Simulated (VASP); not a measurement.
Write the native input for VASP 6.6.1 that does the following.

- Task: single point
- Functional: revPBE
- Dispersion: D3(BJ)
- Potentials or basis: VASP PAW PBE potentials, release 64 (Pb_d, Te)
- Cutoff: 520 eV
- k mesh: 7 × 7 × 7
- Occupations: fermi-dirac, width 0.05 eV
- Spin: no spin polarisation
- Dipole correction: no
- Further INCAR settings: ALGO = Normal; EDIFF = 1e-06; NBANDS = 17

The structure of TePb lies in POSCAR:

```
TePb
1.0
    3.9137332494      0.0000000000      0.0000000000
    0.0000000000      3.9137332494      0.0000000000
    0.0000000000      0.0000000000      3.9137332494
Pb Te
1 1
Direct
    0.0000000000      0.0000000000      0.0000000000
    0.5000000000      0.5000000000      0.5000000000
```

One way to write it, as run:

INCAR

```
SYSTEM = TePb
  ALGO = Normal
  EDIFF = 1E-6
  ENCUT = 520
  GGA = RE
  ISIF = 2
  ISMEAR = -1
  IVDW = 12
  LASPH = .True.
  LCHARG = .False.
  LREAL = .False.
  LWAVE = .False.
  NBANDS = 17
  NELM = 80
  PREC = Accurate
  SIGMA = 0.05
```

KPOINTS

```
k-points
0
Gamma
  7 7 7
  0 0 0
```

Potentials or basis: VASP PAW PBE potentials, release 64 (Pb_d, Te).

The run is started by

```console
$ cat potpaw_PBE.64/Pb_d/POTCAR potpaw_PBE.64/Te/POTCAR > POTCAR
$ mpirun -np 1 vasp_std > vasp.out
```

It gave:

- Pressure: -0.1 GPa
- Band gap on the k mesh: zero (band 10 reaches 7.43 eV, above the bottom of band 11 at 6.50 eV)
- Dispersion energy per atom: -0.827 eV

Caveat: the PAW data sets were made with another functional, which shifts forces and pressure a little; spin-orbit coupling is left out, which moves the levels of the heavy elements; pairwise dispersion overbinds metals, which lowers pressure and volume.

Wall time 17 s on 1 thread of Intel(R) Xeon(R) Platinum 8488C (Sapphire Rapids), with other jobs on the host, peak memory 0.18 GiB.
